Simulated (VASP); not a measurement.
# KCl (Fm-3m) in VASP: a series of runs, part 2 of 2

VASP 6.6.1. The steps go on from the part before.

## Step 3: Electric field gradients, LDA (32.07 Å³/atom)

This run uses another cell than the first one, of 32.07 Å³/atom.

File INCAR:

```
PREC = Accurate ; ENCUT = 520
EDIFF = 1E-8 ; ISMEAR = -1
SIGMA = 0.03 ; LREAL = F
LASPH = T ; NELM = 100
ALGO = Normal ; ISIF = 2
LWAVE = F ; LCHARG = F
LEFG = T ; NBANDS = 15
```

File KPOINTS:

```
regular mesh
0
Gamma
  7 7 7
```

File POSCAR:

```
KCl
1.0
    0.0000000000      3.1770019336      3.1770019336
    3.1770019336      0.0000000000      3.1770019336
    3.1770019336      3.1770019336      0.0000000000
K Cl
1 1
Direct
    0.0000000000      0.0000000000      0.0000000000
    0.5000000000      0.5000000000      0.5000000000
```

Potentials or basis: VASP PAW LDA potentials, release 64 (K_sv, Cl).

Started as:

```
$ cat potpaw_LDA.64/K_sv/POTCAR potpaw_LDA.64/Cl/POTCAR > POTCAR
$ mpirun -np 1 vasp_std > vasp.out
```

OUTCAR:

```text
PREC = Accurate
   ENCUT = 520
   EDIFF = 1E-8
   ISMEAR = -1
   LREAL = F
   LASPH = T
   NELM = 100
   ISIF = 2

 ion  position               nearest neighbor table
   1  0.000  0.000  0.000-   2 3.18   2 3.18   2 3.18   2 3.18   2 3.18   2 3.18
   2  0.500  0.500  0.500-   1 3.18   1 3.18   1 3.18   1 3.18   1 3.18   1 3.18

  LATTYP: Found a face centered cubic cell.
 ALAT       =     6.3540038672

  Lattice vectors:

 A1 = (   0.0000000000,   3.1770019336,   3.1770019336)
 A2 = (   3.1770019336,   0.0000000000,   3.1770019336)
 A3 = (   3.1770019336,   3.1770019336,   0.0000000000)

Analysis of symmetry for initial positions (statically):
=====================================================================
 Subroutine PRICEL returns:
 Original cell was already a primitive cell.

 Routine SETGRP: Setting up the symmetry group for a
 face centered cubic supercell.

 Subroutine GETGRP returns: Found 48 space group operations
 (whereof 48 operations were pure point group operations)
 out of a pool of 48 trial point group operations.

The static configuration has the point symmetry O_h .

Analysis of symmetry for dynamics (positions and initial velocities):
=====================================================================
 Subroutine PRICEL returns:
 Original cell was already a primitive cell.

 Routine SETGRP: Setting up the symmetry group for a
 face centered cubic supercell.

 Subroutine GETGRP returns: Found 48 space group operations
 (whereof 48 operations were pure point group operations)
 out of a pool of 48 trial point group operations.

The dynamic configuration has the point symmetry O_h .

 Subroutine INISYM returns: Found 48 space group operations
 (whereof 48 operations are pure point group operations),
 and found     1 'primitive' translations

----------------------------------------------------------------------------------------

                                     Primitive cell

  volume of cell :      64.1331

  direct lattice vectors                    reciprocal lattice vectors
     0.000000000  3.177001934  3.177001934    -0.157381081  0.157381081  0.157381081
     3.177001934  0.000000000  3.177001934     0.157381081 -0.157381081  0.157381081
     3.177001934  3.177001934  0.000000000     0.157381081  0.157381081 -0.157381081

  length of vectors
     4.492959222  4.492959222  4.492959222     0.272592029  0.272592029  0.272592029

  position of ions in fractional coordinates (direct lattice)
     0.000000000  0.000000000  0.000000000
     0.500000000  0.500000000  0.500000000

  ion indices of the primitive-cell ions
   primitive index   ion index
                 1           1
                 2           2

----------------------------------------------------------------------------------------

 KPOINTS: regular mesh

Automatic generation of k-mesh.
 Grid dimensions read from file:
 generate k-points for:    7    7    7

 Generating k-lattice:
[... 74 lines left out ...]
   IALGO  =     38    algorithm
   IMIX   =      4    mixing-type and parameters
     AMIX     =   0.40;   BMIX     =  1.00
     AMIX_MAG =   1.60;   BMIX_MAG =  1.00
  volume/ion in A,a.u.               =      32.07       216.40
  Fermi-wavevector in a.u.,A,eV,Ry     =   1.030593  1.947539 14.451057  1.062123
  Thomas-Fermi vector in A             =   2.164699
   LORBIT       =      0    0 simple, 1 ext, 2 COOP (PROOUT), +10 PAW based schemes
   GGA     = CA    functional components
   LHFCALC =     F    Hartree Fock is set to
   AEXX    =    0.0000 exact exchange contribution
   IVDW    =     0    specifies the selected vdW correction
   LEPSILON=     F    determine dielectric tensor
   LRPA    =     F    only Hartree local field effects (RPA)
 non-spin polarized calculation
  energy-cutoff  :      520.00
  volume of cell :       64.13
 maximum number of plane-waves:      1759
 NGX is ok and might be reduce to    36
   NGX = 17   NGY = 17   NGZ = 17

 number of electron      15.9999997 magnetization

 Free energy of the ion-electron system (eV)
  ---------------------------------------------------
  ext. energy  EPLUGINS =         0.00000000
  ---------------------------------------------------
  free energy    TOTEN  =        -7.34614901 eV

  energy without entropy =       -7.34614901  energy(sigma->0) =       -7.34614901

 E-fermi :  -1.5831     XC(G=0):  -7.9912

 val. band max:       -2.1971336961   @ k =   0.0000   0.0000   0.0000
 cond. band min:       2.4575704390   @ k =   0.0000   0.0000   0.0000
 fundamental gap:      4.6547041351
 Fermi energy:        -1.5831331672

 k-point     1 :       0.0000    0.0000    0.0000
  band No.  band energies     occupation
      1     -29.0974      2.00000
      2     -14.1907      2.00000
      3     -12.7943      2.00000
      4     -12.7943      2.00000
      5     -12.7943      2.00000
      6      -2.1971      2.00000
      7      -2.1971      2.00000
      8      -2.1971      2.00000
      9       2.4576      0.00000
     10       5.8736      0.00000
     11       5.8736      0.00000
     12       5.8736      0.00000
     13       6.7887      0.00000
     14       6.7887      0.00000
[... 329 lines left out ...]
      2     -14.2012      2.00000
      3     -12.8971      2.00000
      4     -12.8620      2.00000
      5     -12.7065      2.00000
      6      -2.7913      2.00000
      7      -2.7187      2.00000
      8      -2.5658      2.00000
      9       5.1439      0.00000
     10       5.8200      0.00000
     11       6.8425      0.00000
     12       7.3151      0.00000
     13       8.8661      0.00000
     14       8.9481      0.00000
     15       9.6938      0.00000

------------------------ aborting loop because EDIFF is reached ----------------------------------------

  FORCE on cell =-STRESS in cart. coord.  units (eV):
  Direction    XX          YY          ZZ          XY          YZ          ZX
  --------------------------------------------------------------------------------------
  -------------------------------------------------------------------------------------
  Total       -0.9179372     -0.9179372     -0.9179372      0.0000000     -0.0000000      0.0000000
  in kB      -22.9319566    -22.9319566    -22.9319566      0.0000000     -0.0000000      0.0000000
  external PRESSURE =     -22.9319566 kB  Pullay stress =       0.0000000 kB

 VOLUME and BASIS-vectors are now :
 -----------------------------------------------------------------------------
  energy-cutoff  :      520.00
  volume of cell :       64.13
      direct lattice vectors                 reciprocal lattice vectors
     0.000000000  3.177001934  3.177001934    -0.157381081  0.157381081  0.157381081
     3.177001934  0.000000000  3.177001934     0.157381081 -0.157381081  0.157381081
     3.177001934  3.177001934  0.000000000     0.157381081  0.157381081 -0.157381081

 POSITION                                       TOTAL-FORCE (eV/Angst)
 -----------------------------------------------------------------------------------
      0.00000      0.00000      0.00000         0.000000      0.000000      0.000000
      3.17700      3.17700      3.17700        -0.000000     -0.000000     -0.000000
 -----------------------------------------------------------------------------------
    total drift:                                0.000000      0.000000      0.000000

  FREE ENERGIE OF THE ION-ELECTRON SYSTEM (eV)
  ---------------------------------------------------
  free  energy   TOTEN  =        -7.3461490090 eV

  energy  without entropy=       -7.3461490090  energy(sigma->0) =       -7.34614901

 Electric field gradients (V/A^2)
---------------------------------------------------------------------
 ion       V_xx      V_yy      V_zz      V_xy      V_xz      V_yz
---------------------------------------------------------------------
   1       0.000     0.000    -0.000    -0.000    -0.000    -0.000
   2       0.000    -0.000    -0.000     0.000     0.000     0.000
---------------------------------------------------------------------

 Electric field gradients after diagonalization (V/A^2)
 (convention: |V_zz| > |V_xx| > |V_yy|)
----------------------------------------------------------------------
 ion       V_xx      V_yy      V_zz     asymmetry (V_yy - V_xx)/ V_zz
----------------------------------------------------------------------
   1       0.000     0.000    -0.001       0.000
   2      -0.000    -0.000     0.000       0.000
----------------------------------------------------------------------

           NMR quadrupolar parameters

 Cq : quadrupolar parameter    Cq=e*Q*V_zz/h
 eta: asymmetry parameters     (V_yy - V_xx)/ V_zz
 Q  : nuclear electric quadrupole moment in mb (millibarn)
----------------------------------------------------------------------
 ion       Cq(MHz)       eta       Q (mb)
----------------------------------------------------------------------
   1      -0.000       0.000       1.000
   2       0.000       0.000       1.000
----------------------------------------------------------------------
```

Run time: 39 s. Hardware: 1 thread of Intel Xeon 8259CL, shared host; peak memory 0.18 GiB.

Results:

```yaml
Free_energy: -7.3461 eV
Pressure: -2.3 GPa
Band_gap_on_the_k_mesh: 4.65 eV
Largest_electric_field_gradient_by_atom: zero within the noise of the run
```

Levels at points of the mesh, in eV from the valence-band top:
| k point | band 6 | band 7 | band 8 | band 9 | band 10 | band 11 |
| --- | --- | --- | --- | --- | --- | --- |
| (0.00, 0.00, 0.00) | 0.00 | 0.00 | 0.00 | 4.65 | 8.07 | 8.07 |

Caveat: an odd mesh through Γ misses points on the zone boundary, where band edges can lie.

## Step 4: Electric field gradients, LDA (33.32 Å³/atom)

This run uses another cell than the first one, of 33.32 Å³/atom.

File INCAR:

```
SYSTEM = KCl
PREC = Accurate
ENCUT = 520
EDIFF = 1E-8
ISMEAR = -1
SIGMA = 0.03
LREAL = .FALSE.
LASPH = .TRUE.
NELM = 60
ALGO = Normal
ISIF = 2
LWAVE = .FALSE.
LCHARG = .FALSE.
GGA = CA
LEFG = .TRUE.
NBANDS = 15
```

File KPOINTS:

```
Automatic mesh
0
G
  7 7 7
  0 0 0
```

File POSCAR:

```
KCl
1.0
    0.0000000000      3.2180000288      3.2180000288
    3.2180000288      0.0000000000      3.2180000288
    3.2180000288      3.2180000288      0.0000000000
K Cl
1 1
Direct
    0.0000000000      0.0000000000      0.0000000000
    0.5000000000      0.5000000000      0.5000000000
```

Potentials or basis: VASP PAW LDA potentials, release 64 (K_sv, Cl).

Started as:

```
$ cat potpaw_LDA.64/K_sv/POTCAR potpaw_LDA.64/Cl/POTCAR > POTCAR
$ mpirun -np 1 vasp_std > vasp.out
```

OUTCAR:

```text
SYSTEM = KCl
   PREC = Accurate
   ENCUT = 520
   EDIFF = 1E-8
   ISMEAR = -1
   LREAL = .FALSE.
   LASPH = .TRUE.
   NELM = 60
   ISIF = 2
   GGA = CA

 ion  position               nearest neighbor table
   1  0.000  0.000  0.000-   2 3.22   2 3.22   2 3.22   2 3.22   2 3.22   2 3.22
   2  0.500  0.500  0.500-   1 3.22   1 3.22   1 3.22   1 3.22   1 3.22   1 3.22

  LATTYP: Found a face centered cubic cell.
 ALAT       =     6.4360000576

  Lattice vectors:

 A1 = (   0.0000000000,   3.2180000288,   3.2180000288)
 A2 = (   3.2180000288,   0.0000000000,   3.2180000288)
 A3 = (   3.2180000288,   3.2180000288,   0.0000000000)

Analysis of symmetry for initial positions (statically):
=====================================================================
 Subroutine PRICEL returns:
 Original cell was already a primitive cell.

 Routine SETGRP: Setting up the symmetry group for a
 face centered cubic supercell.

[... 542 lines left out ...]
      direct lattice vectors                 reciprocal lattice vectors
     0.000000000  3.218000029  3.218000029    -0.155376009  0.155376009  0.155376009
     3.218000029  0.000000000  3.218000029     0.155376009 -0.155376009  0.155376009
     3.218000029  3.218000029  0.000000000     0.155376009  0.155376009 -0.155376009

 POSITION                                       TOTAL-FORCE (eV/Angst)
 -----------------------------------------------------------------------------------
      0.00000      0.00000      0.00000         0.000000     -0.000000     -0.000000
      3.21800      3.21800      3.21800        -0.000000      0.000000      0.000000
 -----------------------------------------------------------------------------------
    total drift:                                0.000000      0.000000      0.000000

  FREE ENERGIE OF THE ION-ELECTRON SYSTEM (eV)
  ---------------------------------------------------
  free  energy   TOTEN  =        -7.3074774247 eV

  energy  without entropy=       -7.3074774247  energy(sigma->0) =       -7.30747742

 Electric field gradients (V/A^2)
---------------------------------------------------------------------
 ion       V_xx      V_yy      V_zz      V_xy      V_xz      V_yz
---------------------------------------------------------------------
   1       0.000    -0.000    -0.000    -0.000    -0.000    -0.000
   2       0.000     0.000     0.000     0.000     0.000     0.000
---------------------------------------------------------------------

 Electric field gradients after diagonalization (V/A^2)
 (convention: |V_zz| > |V_xx| > |V_yy|)
----------------------------------------------------------------------
 ion       V_xx      V_yy      V_zz     asymmetry (V_yy - V_xx)/ V_zz
----------------------------------------------------------------------
   1       0.000     0.000    -0.001       0.000
   2      -0.000    -0.000     0.001       0.000
----------------------------------------------------------------------

           NMR quadrupolar parameters

 Cq : quadrupolar parameter    Cq=e*Q*V_zz/h
 eta: asymmetry parameters     (V_yy - V_xx)/ V_zz
 Q  : nuclear electric quadrupole moment in mb (millibarn)
----------------------------------------------------------------------
 ion       Cq(MHz)       eta       Q (mb)
----------------------------------------------------------------------
   1      -0.000       0.000       1.000
   2       0.000       0.000       1.000
----------------------------------------------------------------------
```

OSZICAR:

```text
N       E                     dE             d eps       ncg     rms          rms(c)
DAV:   1     0.106228294589E+03    0.10623E+03   -0.69879E+03   600   0.946E+02
DAV:   2    -0.758375520767E+00   -0.10699E+03   -0.96845E+02   768   0.248E+02
DAV:   3    -0.737994594508E+01   -0.66216E+01   -0.65874E+01   831   0.535E+01
DAV:   4    -0.762259475693E+01   -0.24265E+00   -0.24255E+00   895   0.985E+00
DAV:   5    -0.762513658713E+01   -0.25418E-02   -0.25417E-02   860   0.108E+00    0.311E+00
DAV:   6    -0.733816976466E+01    0.28697E+00   -0.39407E-01   754   0.319E+00    0.248E+00
DAV:   7    -0.730821870712E+01    0.29951E-01   -0.62007E-02   817   0.152E+00    0.149E+00
DAV:   8    -0.730734592944E+01    0.87278E-03   -0.11946E-02   898   0.796E-01    0.240E-01
DAV:   9    -0.730732882336E+01    0.17106E-04   -0.67869E-04   763   0.150E-01    0.870E-02
DAV:  10    -0.730747519228E+01   -0.14637E-03   -0.96841E-05   727   0.759E-02    0.168E-02
DAV:  11    -0.730747680724E+01   -0.16150E-05   -0.39794E-06   895   0.153E-02    0.836E-03
DAV:  12    -0.730747739055E+01   -0.58331E-06   -0.16895E-06   733   0.903E-03    0.215E-03
DAV:  13    -0.730747743180E+01   -0.41244E-07   -0.21781E-07   754   0.342E-03    0.134E-03
DAV:  14    -0.730747742470E+01    0.70993E-08   -0.38614E-08   768   0.124E-03
   1 F= -.73074774E+01 E0= -.73074774E+01  d E =-.380915E-10
```

stdout:

```text
POSCAR found type information on POSCAR K Cl
 POSCAR found :  2 types and       2 ions
 scaLAPACK will be used
 LDA part: xc-table for (Slater(with rela. corr.)+CA(PZ))
 , standard interpolation
 POSCAR, INCAR and KPOINTS ok, starting setup
 FFT: planning ... GRIDC
 FFT: planning ... GRID_SOFT
 FFT: planning ... GRID
 WAVECAR not read
 entering main loop
ion   1

ion   2
```

It took 42 s on 1 thread of Intel Xeon 8259CL, shared host; peak memory 0.18 GiB.

Results:

- Free energy: -7.3075 eV
- Pressure: -2.7 GPa
- Band gap on the k mesh: 4.54 eV
- Largest electric field gradient by atom: zero within the noise of the run

Caveat: an odd mesh through Γ misses points on the zone boundary, where band edges can lie.

## Step 5: The runs side by side

```csv
cell,gap on the mesh (eV),pressure (GPa)
"a = 4.522 Å, angles 60.0°, 2 atoms",4.59,-2.5
"a = 4.493 Å, angles 60.0°, 2 atoms",4.65,-2.3
"a = 4.551 Å, angles 60.0°, 2 atoms",4.54,-2.7
```

Alike in all rows: task electric field gradients; level LDA; potentials or basis VASP PAW LDA potentials, release 64 (K_sv, Cl); no spin polarisation; k mesh 7 × 7 × 7; cutoff (eV) 520; smearing fermi-dirac 0.03 eV.

Caveats: an odd mesh through Γ misses points on the zone boundary, where band edges can lie.

Total energies depend on the potentials used, so only differences within one code and one set of settings carry meaning.
